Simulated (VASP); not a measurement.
# Ti (P6/mmm) in VASP: single point with r2SCAN

Aim: the single point of Ti with r2SCAN.

All numbers are computed with VASP 6.6.1; they aren't measurements. Logs are shortened: lines on timing, memory, paths and dates and some standing lists are left out, and cuts for length are marked.

## Step 1: The cell of the first run

Symmetry: P6/mmm, No. 191, hexagonal system. The conventional cell has a = 4.567 Å, b = 4.567 Å, c = 2.826 Å, α = 90.00°, β = 90.00°, γ = 120.00°. Within 3.7 Å of Ti (site symmetry 6/mmm) lie 14 Ti at 2.83 to 2.99 Å. Ti (site symmetry -6m2) has 11 Ti at 2.64 to 2.99 Å within 3.5 Å.

## Step 2: Single point, r2SCAN

POSCAR

```
Ti
1.0
    4.5673748306      0.0000000000      0.0000000000
   -2.2836874153      3.9554626319      0.0000000000
    0.0000000000      0.0000000000      2.8262442700
Ti
3
Direct
    0.0000000000      0.0000000000      0.0000000000
    0.3333333333      0.6666666667      0.5000000000
    0.6666666667      0.3333333333      0.5000000000
```

INCAR.step1

```
ALGO     = Normal         # electronic algorithm
EDIFF    = 1E-4           # SCF threshold, eV
ENCUT    = 520            # plane-wave cutoff, eV
GGA      = PE             # functional
ISMEAR   = -5             # smearing method
LASPH    = T              # aspherical terms in the spheres
LCHARG   = F              # write CHGCAR
LMAXMIX  = 4              # l up to which the mixer works
LREAL    = F              # projectors in reciprocal space
LWAVE    = T              # write WAVECAR
NELM     = 100            # most SCF steps
PREC     = Accurate       # precision mode
SIGMA    = 0.08           # smearing width, eV
```

INCAR.step2

```
ALGO     = Normal         # electronic algorithm
EDIFF    = 1E-6           # SCF threshold, eV
ENCUT    = 520            # plane-wave cutoff, eV
ISIF     = 2              # what is computed and relaxed
ISMEAR   = -1             # smearing method
ISTART   = 1            
LASPH    = T              # aspherical terms in the spheres
LCHARG   = F              # write CHGCAR
LMAXMIX  = 4              # l up to which the mixer works
LMIXTAU  = T            
LORBIT   = 10             # projections on sites
LREAL    = F              # projectors in reciprocal space
LWAVE    = F              # write WAVECAR
METAGGA  = R2SCAN         # meta-GGA
NELM     = 100            # most SCF steps
PREC     = Accurate       # precision mode
SIGMA    = 0.08           # smearing width, eV
```

KPOINTS

```
k-points
0
Gamma
  8 8 12
```

Potentials or basis: VASP PAW PBE potentials, release 64 (Ti_sv).

On the command line:

```
> cat potpaw_PBE.64/Ti_sv/POTCAR > POTCAR
> cp INCAR.step1 INCAR
> mpirun -np 1 vasp_std > vasp.out
> cp INCAR.step2 INCAR
> mpirun -np 1 vasp_std > vasp.out
```

OUTCAR:

```text
EDIFF = 1E-6
   ENCUT = 520
   ISIF = 2
   ISMEAR = -1
   ISTART = 1
   LASPH = T
   LORBIT = 10
   LREAL = F
   METAGGA = R2SCAN
   NELM = 100
   PREC = Accurate

 ion  position               nearest neighbor table
   1  0.000  0.000  0.000-
   2  0.333  0.667  0.500-   3 2.64   3 2.64   3 2.64
   3  0.667  0.333  0.500-   2 2.64   2 2.64   2 2.64

  LATTYP: Found a hexagonal cell.
 ALAT       =     4.5673748306
 C/A-ratio  =     0.6187896494

  Lattice vectors:

 A1 = (   4.5673748306,   0.0000000000,   0.0000000000)
 A2 = (  -2.2836874153,   3.9554626319,   0.0000000000)
 A3 = (   0.0000000000,   0.0000000000,   2.8262442700)

Analysis of symmetry for initial positions (statically):
=====================================================================
 Subroutine PRICEL returns:
 Original cell was already a primitive cell.

 Routine SETGRP: Setting up the symmetry group for a
 hexagonal supercell.

 Subroutine GETGRP returns: Found 24 space group operations
 (whereof 24 operations were pure point group operations)
 out of a pool of 24 trial point group operations.

The static configuration has the point symmetry D_6h.

Analysis of symmetry for dynamics (positions and initial velocities):
=====================================================================
 Subroutine PRICEL returns:
 Original cell was already a primitive cell.

 Routine SETGRP: Setting up the symmetry group for a
 hexagonal supercell.

 Subroutine GETGRP returns: Found 24 space group operations
 (whereof 24 operations were pure point group operations)
 out of a pool of 24 trial point group operations.

The dynamic configuration has the point symmetry D_6h.

 Subroutine INISYM returns: Found 24 space group operations
 (whereof 24 operations are pure point group operations),
 and found     1 'primitive' translations

----------------------------------------------------------------------------------------

                                     Primitive cell

  volume of cell :      51.0592

  direct lattice vectors                    reciprocal lattice vectors
     4.567374831  0.000000000  0.000000000     0.218944150  0.126407464  0.000000000
    -2.283687415  3.955462632  0.000000000     0.000000000  0.252814928  0.000000000
     0.000000000  0.000000000  2.826244270     0.000000000  0.000000000  0.353826458

  length of vectors
     4.567374831  4.567374831  2.826244270     0.252814928  0.252814928  0.353826458

  position of ions in fractional coordinates (direct lattice)
     0.000000000  0.000000000  0.000000000
     0.333333333  0.666666667  0.500000000
     0.666666667  0.333333333  0.500000000

  ion indices of the primitive-cell ions
   primitive index   ion index
                 1           1
                 2           2
                 3           3

----------------------------------------------------------------------------------------

 KPOINTS: k-points

Automatic generation of k-mesh.
 Grid dimensions read from file:
 generate k-points for:    8    8   12

 Generating k-lattice:

  Cartesian coordinates                     Fractional coordinates (reciprocal lattice)
     0.027368019  0.015800933  0.000000000     0.125000000 -0.000000000  0.000000000
     0.000000000  0.031601866  0.000000000     0.000000000  0.125000000  0.000000000
     0.000000000  0.000000000  0.029485538     0.000000000  0.000000000  0.083333333

  Length of vectors
     0.031601866  0.031601866  0.029485538

  Shift w.r.t. Gamma in fractional coordinates (k-lattice)
     0.000000000  0.000000000  0.000000000

 Subroutine IBZKPT returns following result:
 ===========================================

 Found     70 irreducible k-points:

 Following reciprocal coordinates:
            Coordinates               Weight
  0.000000  0.000000  0.000000      1.000000
  0.125000  0.000000  0.000000      6.000000
  0.250000  0.000000  0.000000      6.000000
  0.375000  0.000000  0.000000      6.000000
  0.500000  0.000000  0.000000      3.000000
  0.125000  0.125000  0.000000      6.000000
[... 16 lines left out ...]
  0.250000  0.000000  0.166667     12.000000
  0.375000  0.000000  0.166667     12.000000
 [... further k-points ...]
   k-points           NKPTS =     70   k-points in BZ     NKDIM =     70   number of bands    NBANDS=     22
   number of dos      NEDOS =    301   number of ions     NIONS =      3
   total plane-waves  NPLWV =  31104
   dimension x,y,z NGX =    36 NGY =   36 NGZ =   24
   dimension x,y,z NGXF=    72 NGYF=   72 NGZF=   48
   ions per type =               3
   NGX,Y,Z   is equivalent  to a cutoff of  13.10, 13.10, 14.12 a.u.
   NGXF,Y,Z  is equivalent  to a cutoff of  26.21, 26.21, 28.23 a.u.
 SYSTEM =  unknown system
   PREC   = accura    normal or accurate (medium, high low for compatibility)
   ISTART =      1    job   : 0-new  1-cont  2-samecut
   ICHARG =      0    charge: 1-file 2-atom 10-const
   ISPIN  =      1    spin polarized calculation?
   LNONCOLLINEAR =      F non collinear calculations
   LSORBIT =      F    spin-orbit coupling
   LASPH  =      T    aspherical Exc in radial PAW
   ENCUT  =  520.0 eV  38.22 Ry    6.18 a.u.   8.49  8.49  5.25*2*pi/ulx,y,z
   NELM   =    100;   NELMIN=  2; NELMDL=  0     # of ELM steps
   EDIFF  = 0.1E-05   stopping-criterion for ELM
   LREAL  =      F    real-space projection
   EDIFFG = 0.1E-04   stopping-criterion for IOM
   NSW    =      0    number of steps for IOM
   IBRION =     -1    ionic relax: 0-MD 1-quasi-New 2-CG
   NFREE  =      0    steps in history (QN), initial steepest desc. (CG)
   ISIF   =      2    stress and relaxation
   ISYM   =      2    0-nonsym 1-usesym 2-fastsym
   POTIM  = 0.5000    time-step for ionic-motion
   TEBEG  =    0.0;   TEEND  =   0.0 temperature during run
   PSTRESS=    0.0 pullay stress
   NELECT =      36.0000    total number of electrons
   NUPDOWN=      -1.0000    fix difference up-down
   EMIN   =  10.00;   EMAX   =-10.00  energy-range for DOS
   EFERMI =   0.00;   METHOD = LEGACY
   ISMEAR =    -1;   SIGMA  =   0.08  broadening in eV -4-tet -1-fermi 0-gaus
   EFERMI_NEDOS =   21; number of points for ismear=-14 and -15
   IALGO  =     38    algorithm
   IMIX   =      4    mixing-type and parameters
     AMIX     =   0.40;   BMIX     =  1.00
     AMIX_MAG =   1.60;   BMIX_MAG =  1.00
  volume/ion in A,a.u.               =      17.02       114.85
  Fermi-wavevector in a.u.,A,eV,Ry     =   1.457084  2.753489 28.886426  2.123092
  Thomas-Fermi vector in A             =   2.573926
   LORBIT       =     10    0 simple, 1 ext, 2 COOP (PROOUT), +10 PAW based schemes
   METAGGA = R2SCAN    functional components
   LHFCALC =     F    Hartree Fock is set to
   AEXX    =    0.0000 exact exchange contribution
   IVDW    =     0    specifies the selected vdW correction
   LEPSILON=     F    determine dielectric tensor
   LRPA    =     F    only Hartree local field effects (RPA)
 non-spin polarized calculation
  energy-cutoff  :      520.00
  volume of cell :       51.06
 maximum number of plane-waves:      1402
 NGX is ok and might be reduce to    36

 number of electron      35.9999989 magnetization

 Free energy of the ion-electron system (eV)
  ---------------------------------------------------
  ext. energy  EPLUGINS =         0.00000000
  ---------------------------------------------------
  free energy    TOTEN  =       -38.92392098 eV

  energy without entropy =      -38.87114482  energy(sigma->0) =      -38.89753290

 E-fermi :   8.4956     XC(G=0): -12.5029

 val. band max:        8.4931403374   @ k =   0.2500   0.1250   0.0000
 cond. band min:       8.5001555090   @ k =   0.3750   0.2500   0.2500
 fundamental gap:      0.0070151716
 Fermi energy:         8.4955641736

 k-point     1 :       0.0000    0.0000    0.0000
  band No.  band energies     occupation
      1     -50.7375      2.00000
      2     -50.4979      2.00000
      3     -50.3307      2.00000
      4     -26.0048      2.00000
      5     -26.0047      2.00000
      6     -25.9448      2.00000
[... 14 lines left out ...]
     21       9.9470      0.00000
     22       9.9470      0.00000

 k-point     2 :       0.1250    0.0000    0.0000
  band No.  band energies     occupation
      1     -50.7348      2.00000
      2     -50.4944      2.00000
      3     -50.3370      2.00000
      4     -26.0679      2.00000
      5     -26.0519      2.00000
      6     -25.8800      2.00000
[... 14 lines left out ...]
     21       9.8107      0.00000
     22      10.0876      0.00000

 k-point     3 :       0.2500    0.0000    0.0000
  band No.  band energies     occupation
      1     -50.7285      2.00000
      2     -50.4837      2.00000
      3     -50.3546      2.00000
      4     -26.1395      2.00000
      5     -26.0654      2.00000
      6     -25.8044      2.00000
[... 14 lines left out ...]
     21       9.4549      0.00001
     22       9.8968      0.00000

 k-point     4 :       0.3750    0.0000    0.0000
  band No.  band energies     occupation
      1     -50.7225      2.00000
      2     -50.4669      2.00000
      3     -50.3780      2.00000
      4     -26.1877      2.00000
      5     -26.0219      2.00000
      6     -25.7714      2.00000
[... 14 lines left out ...]
     21       9.2239      0.00022
     22       9.7201      0.00000

 k-point     5 :       0.5000    0.0000    0.0000
  band No.  band energies     occupation
      1     -50.7201      2.00000
      2     -50.4556      2.00000
      3     -50.3918      2.00000
      4     -26.2047      2.00000
      5     -25.9725      2.00000
      6     -25.8180      2.00000
[... 417 lines left out ...]
 k-point    22 :       0.1250    0.0000    0.1667
  band No.  band energies     occupation
      1     -50.7169      2.00000
      2     -50.4833      2.00000
      3     -50.3232      2.00000
      4     -26.0347      2.00000
      5     -26.0225      2.00000
      6     -25.8709      2.00000
[... 14 lines left out ...]
     21       9.7735      0.00000
     22       9.9552      0.00000

 k-point    23 :       0.2500    0.0000    0.1667
  band No.  band energies     occupation
      1     -50.7120      2.00000
      2     -50.4712      2.00000
      3     -50.3407      2.00000
      4     -26.0995      2.00000
      5     -26.0406      2.00000
      6     -25.8070      2.00000
[... 14 lines left out ...]
     21       9.5304      0.00000
     22       9.7258      0.00000

 k-point    24 :       0.3750    0.0000    0.1667
  band No.  band energies     occupation
      1     -50.7074      2.00000
      2     -50.4529      2.00000
      3     -50.3641      2.00000
      4     -26.1434      2.00000
      5     -26.0105      2.00000
      6     -25.8163      2.00000
[... 14 lines left out ...]
     21       9.3369      0.00005
     22       9.6423      0.00000

 [... further k-points ...]
[... 5 lines left out ...]
  --------------------------------------------------------------------------------------
  -------------------------------------------------------------------------------------
  Total        0.1395154      0.1395154      0.0967095      0.0000000      0.0000000      0.0000000
  in kB        4.3778318      4.3778318      3.0346314      0.0000000      0.0000000      0.0000000
  external PRESSURE =       3.9300984 kB  Pullay stress =       0.0000000 kB

 VOLUME and BASIS-vectors are now :
 -----------------------------------------------------------------------------
  energy-cutoff  :      520.00
  volume of cell :       51.06
      direct lattice vectors                 reciprocal lattice vectors
     4.567374831  0.000000000  0.000000000     0.218944150  0.126407464  0.000000000
    -2.283687415  3.955462632  0.000000000     0.000000000  0.252814928  0.000000000
     0.000000000  0.000000000  2.826244270     0.000000000  0.000000000  0.353826458

 POSITION                                       TOTAL-FORCE (eV/Angst)
 -----------------------------------------------------------------------------------
      0.00000      0.00000      0.00000         0.000000      0.000000     -0.000000
     -0.00000      2.63698      1.41312         0.000000     -0.000000      0.000000
      2.28369      1.31849      1.41312        -0.000000      0.000000     -0.000000
 -----------------------------------------------------------------------------------
    total drift:                                0.000000      0.000000     -0.000000

  FREE ENERGIE OF THE ION-ELECTRON SYSTEM (eV)
  ---------------------------------------------------
  free  energy   TOTEN  =       -38.9239209801 eV

  energy  without entropy=      -38.8711448203  energy(sigma->0) =      -38.89753290

 total charge

# of ion       s       p       d       tot
------------------------------------------
    1        2.239   6.162   1.755  10.157
    2        2.245   6.127   1.915  10.288
    3        2.245   6.127   1.915  10.288
--------------------------------------------------
tot          6.730  18.416   5.586  30.732
```

Wall time 4.8 min (1 thread of Intel Xeon Platinum 8259CL at 2.50GHz (Skylake/Cascade Lake), shared host); peak memory 0.21 GiB.

Results:

- Free energy: -38.9239 eV
- Pressure: 0.4 GPa
- Band gap on the k mesh: zero (band 18 reaches 8.66 eV, above the bottom of band 19 at 8.43 eV)
- Valence electrons inside the program's atomic spheres: Ti 10.16, 10.29

Caveat: the PAW data sets were made with another functional, which shifts forces and pressure a little.
